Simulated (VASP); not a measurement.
# Ga7TeN7 (a cell with a defect) in VASP: single point with LDA

Aim: the single point of Ga7TeN7 (a cell with a defect) with LDA.

Everything below comes from runs of VASP 6.6.1. Logs are shortened: lines on timing, memory, paths and dates and some standing lists are left out, and cuts for length are marked.

## 1. The cell of the first run

The cell holds a defect, 15 atoms: a = 6.361 Å, b = 6.361 Å, c = 6.361 Å, α = 60.00°, β = 60.00°, γ = 60.00°.

## 2. Single point, LDA, collinear spin

File INCAR:

```
SYSTEM = Ga7TeN7
ALGO     = Normal         ! electronic algorithm
EDIFF    = 1E-6           ! SCF threshold, eV
ENCUT    = 520            ! plane-wave cutoff, eV
GGA      = CA             ! functional
GGA_COMPAT= .FALSE.      
ISIF     = 2              ! what is computed and relaxed
ISMEAR   = -1             ! smearing method
ISPIN    = 2              ! spin polarisation
LASPH    = .TRUE.         ! aspherical terms in the spheres
LCHARG   = .FALSE.        ! write CHGCAR
LORBIT   = 11             ! projections on sites
LREAL    = .FALSE.        ! projectors in reciprocal space
LWAVE    = .FALSE.        ! write WAVECAR
MAGMOM   = 0.067 0.067 0.067 0.067 0.067 0.067 0.067 0.067 0.067 0.067 0.067 0.067 0.067 0.067 0.067 ! initial moments
NBANDS   = 83             ! bands
NELM     = 200            ! most SCF steps
PREC     = Accurate       ! precision mode
SIGMA    = 0.05           ! smearing width, eV
```

File KPOINTS:

```
Automatic mesh
0
Gamma
  2 2 2
  0.5 0.5 0.5
```

File POSCAR:

```
Ga7TeN7
1.0
    0.0000000000      4.4981210000      4.4981210000
    4.4981210000      0.0000000000      4.4981210000
    4.4981210000      4.4981210000      0.0000000000
Ga N Te
7 7 1
Direct
    0.0005750000      0.0090190000      0.9894040000
    0.0075130000      0.9876280000      0.4993300000
    0.4990140000      0.4929970000      0.9952130000
    0.0068620000      0.5008670000      0.0020450000
    0.4958510000      0.9959750000      0.5078290000
    0.5063880000      0.9912170000      0.9908150000
    0.0062830000      0.4991110000      0.4953480000
    0.1247890000      0.1235700000      0.1258100000
    0.1226580000      0.1262200000      0.6203370000
    0.6175530000      0.6162980000      0.1403800000
    0.1345710000      0.6194240000      0.1249910000
    0.6147650000      0.1192490000      0.6402900000
    0.6373520000      0.1296680000      0.1190460000
    0.1299260000      0.6307960000      0.6156960000
    0.6277100000      0.6229530000      0.6348910000
```

Potentials or basis: VASP PAW LDA potentials, release 64 (Ga_d, N, Te).

Launch:

```bash
cat potpaw_LDA.64/Ga_d/POTCAR potpaw_LDA.64/N/POTCAR potpaw_LDA.64/Te/POTCAR > POTCAR
mpirun -np 1 vasp_std > vasp.out
```

OUTCAR:

```text
SYSTEM = Ga7TeN7
   EDIFF = 1E-6
   ENCUT = 520
   GGA = CA
   ISIF = 2
   ISMEAR = -1
   ISPIN = 2
   LASPH = .TRUE.
   LORBIT = 11
   LREAL = .FALSE.
   NELM = 200
   PREC = Accurate

 ion  position               nearest neighbor table
   1  0.001  0.009  0.989-  13 1.89   9 1.92   8 1.95  11 2.02
   2  0.008  0.988  0.499-  14 1.85   8 1.94   9 1.95  12 2.04
   3  0.499  0.493  0.995-  15 1.87  13 1.89  11 1.89  10 2.01
   4  0.007  0.501  0.002-  11 1.92   8 1.96  14 2.01  10 2.02
   5  0.496  0.996  0.508-  15 1.94   9 1.94  12 1.95  13 2.02
   6  0.506  0.991  0.991-  12 1.82  10 1.95   8 1.98  13 2.07
   7  0.006  0.499  0.495-  11 1.92   9 1.94  14 1.95  15 1.97
   8  0.125  0.124  0.126-   2 1.94   1 1.95   4 1.96   6 1.98
   9  0.123  0.126  0.620-   1 1.92   7 1.94   5 1.94   2 1.95
  10  0.618  0.616  0.140-   6 1.95   3 2.01   4 2.02
  11  0.135  0.619  0.125-   3 1.89   4 1.92   7 1.92   1 2.02
  12  0.615  0.119  0.640-   6 1.82   5 1.95   2 2.04
  13  0.637  0.130  0.119-   1 1.89   3 1.89   5 2.02   6 2.07
  14  0.130  0.631  0.616-   2 1.85   7 1.95   4 2.01
  15  0.628  0.623  0.635-   3 1.87   5 1.94   7 1.97

  LATTYP: Found a face centered cubic cell.
 ALAT       =     8.9962420000

  Lattice vectors:

 A1 = (   0.0000000000,   4.4981210000,   4.4981210000)
 A2 = (   4.4981210000,   0.0000000000,   4.4981210000)
 A3 = (   4.4981210000,   4.4981210000,   0.0000000000)

Analysis of symmetry for initial positions (statically):
=====================================================================
 Subroutine PRICEL returns:
 Original cell was already a primitive cell.

 Routine SETGRP: Setting up the symmetry group for a
 face centered cubic supercell.

 Subroutine GETGRP returns: Found  1 space group operations
 (whereof  1 operations were pure point group operations)
 out of a pool of 48 trial point group operations.

The static configuration has the point symmetry C_1 .

Analysis of symmetry for dynamics (positions and initial velocities):
=====================================================================
 Subroutine PRICEL returns:
 Original cell was already a primitive cell.

 Routine SETGRP: Setting up the symmetry group for a
 face centered cubic supercell.

 Subroutine GETGRP returns: Found  1 space group operations
 (whereof  1 operations were pure point group operations)
[... 1487 lines left out ...]

 spin component 2

 k-point     1 :       0.2500    0.2500    0.2500
  band No.  band energies     occupation
      1     -11.4539      1.00000
      2     -10.3141      1.00000
      3     -10.1219      1.00000
      4     -10.0406      1.00000
      5      -9.8762      1.00000
      6      -9.7201      1.00000
[... 1285 lines left out ...]
     77      12.8888      0.00000
     78      13.0752      0.00000
 [bands above 78 left out]

------------------------ aborting loop because EDIFF is reached ----------------------------------------

  FORCE on cell =-STRESS in cart. coord.  units (eV):
  Direction    XX          YY          ZZ          XY          YZ          ZX
  --------------------------------------------------------------------------------------
  -------------------------------------------------------------------------------------
  Total       31.7084220     31.9717968     34.1943749    -11.8989396    -19.4047275    -15.9970488
  in kB      279.1012716    281.4195273    300.9829223   -104.7358700   -170.8027007   -140.8079108
  external PRESSURE =     287.1679071 kB  Pullay stress =       0.0000000 kB

 VOLUME and BASIS-vectors are now :
 -----------------------------------------------------------------------------
  energy-cutoff  :      520.00
  volume of cell :      182.02
      direct lattice vectors                 reciprocal lattice vectors
     0.000000000  4.498121000  4.498121000    -0.111157526  0.111157526  0.111157526
     4.498121000  0.000000000  4.498121000     0.111157526 -0.111157526  0.111157526
     4.498121000  4.498121000  0.000000000     0.111157526  0.111157526 -0.111157526

 POSITION                                       TOTAL-FORCE (eV/Angst)
 -----------------------------------------------------------------------------------
      4.49103      4.45305      0.04315         0.123767      1.148485     -0.077361
      6.68852      2.27984      4.47626         0.732078     -1.258830      0.224285
      6.69415      6.72121      4.46219        13.032271     13.324977    -13.197366
      2.26216      0.04006      2.28383        -0.509308     -0.839622     -0.856089
      6.76429      4.51467      6.71041        10.002890    -11.123896     10.996894
      8.91542      6.73460      6.73641         1.492119      1.072071     -0.884281
      4.47320      2.25640      2.27332        -9.443929      9.072944      9.621937
      1.12174      1.12722      1.11715        -0.113558      0.028333      0.380918
      3.35810      3.34208      1.11948        -0.206041      0.149686      0.302606
      3.40363      3.40927      5.55001        -0.867085     -0.396019      1.166731
      3.34847      1.16754      3.39156         0.552715     -0.697378      0.017061
      3.41650      5.64539      3.30168        -1.776663      0.001599      0.911096
      1.11875      3.40237      3.45015        -0.019629     -0.096528     -1.889801
      5.60687      3.35390      3.42182         0.330295      0.565187     -1.436971
      5.65793      5.67933      5.62563       -13.329922    -10.951008     -5.279660
 -----------------------------------------------------------------------------------
    total drift:                                0.000423      0.000704      0.000866

  FREE ENERGIE OF THE ION-ELECTRON SYSTEM (eV)
  ---------------------------------------------------
  free  energy   TOTEN  =       -82.9353091367 eV

  energy  without entropy=      -82.8948107050  energy(sigma->0) =      -82.91505992

 total charge

# of ion       s       p       d       tot
------------------------------------------
    1        0.806   0.931  10.184  11.920
    2        0.808   0.933  10.179  11.920
    3        0.946   1.309  10.254  12.509
    4        0.804   0.881  10.150  11.835
    5        0.919   1.200  10.209  12.328
    6        0.818   0.935  10.175  11.928
    7        0.909   1.206  10.222  12.336
    8        1.212   2.471   0.000   3.684
    9        1.214   2.500   0.000   3.714
   10        1.257   2.290   0.000   3.548
   11        1.214   2.499   0.000   3.712
   12        1.249   2.360   0.000   3.609
   13        1.215   2.476   0.000   3.691
   14        1.247   2.355   0.000   3.603
   15        1.449   2.737   0.197   4.383
--------------------------------------------------
tot         16.067  27.083  71.570 114.720

 magnetization (x)

# of ion       s       p       d       tot
------------------------------------------
    1        0.000   0.000  -0.000  -0.000
    2        0.000   0.000  -0.000  -0.000
    3        0.000   0.000  -0.000  -0.000
    4        0.000  -0.000  -0.000  -0.000
    5        0.000   0.000  -0.000  -0.000
    6        0.000  -0.000  -0.000  -0.000
    7        0.000   0.000  -0.000  -0.000
    8       -0.000  -0.000   0.000  -0.000
    9       -0.000  -0.000   0.000  -0.000
   10       -0.000  -0.000   0.000  -0.000
   11       -0.000  -0.000   0.000  -0.000
   12       -0.000  -0.000   0.000  -0.000
   13       -0.000  -0.000   0.000  -0.000
   14       -0.000  -0.000   0.000  -0.000
   15        0.000  -0.000   0.000  -0.000
--------------------------------------------------
tot         -0.000  -0.001  -0.000  -0.001
```

It took 16 min on 1 thread of AMD EPYC 7R13 (Zen 3), shared host; peak memory 0.47 GiB.

Results:

```
Free energy                                           : -82.9353 eV
Pressure                                              : 28.7 GPa
Largest force                                         : 22.838 eV/Å
Band gap on the k mesh                                : zero (filled and empty bands overlap)
Net moment                                            : 0.00 μB per cell
Valence electrons inside the program's atomic spheres : Ga 11.92, 12.51, 11.84, 12.33, 11.93, 12.34 (each value once); N 3.68, 3.71, 3.55, 3.61, 3.69, 3.60 (each value once); Te 4.38
```

Forces on the atoms (eV/Å):
```
Ga    0.124   1.148  -0.077
Ga    0.732  -1.259   0.224
Ga   13.032  13.325 -13.197
Ga   -0.509  -0.840  -0.856
Ga   10.003 -11.124  10.997
Ga    1.492   1.072  -0.884
Ga   -9.444   9.073   9.622
N    -0.114   0.028   0.381
N    -0.206   0.150   0.303
N    -0.867  -0.396   1.167
N     0.553  -0.697   0.017
N    -1.777   0.002   0.911
N    -0.020  -0.097  -1.890
N     0.330   0.565  -1.437
Te  -13.330 -10.951  -5.280
```

Caveat: the k points lie up to 0.60 Å⁻¹ apart; spin-orbit coupling is left out, which moves the levels of the heavy elements.
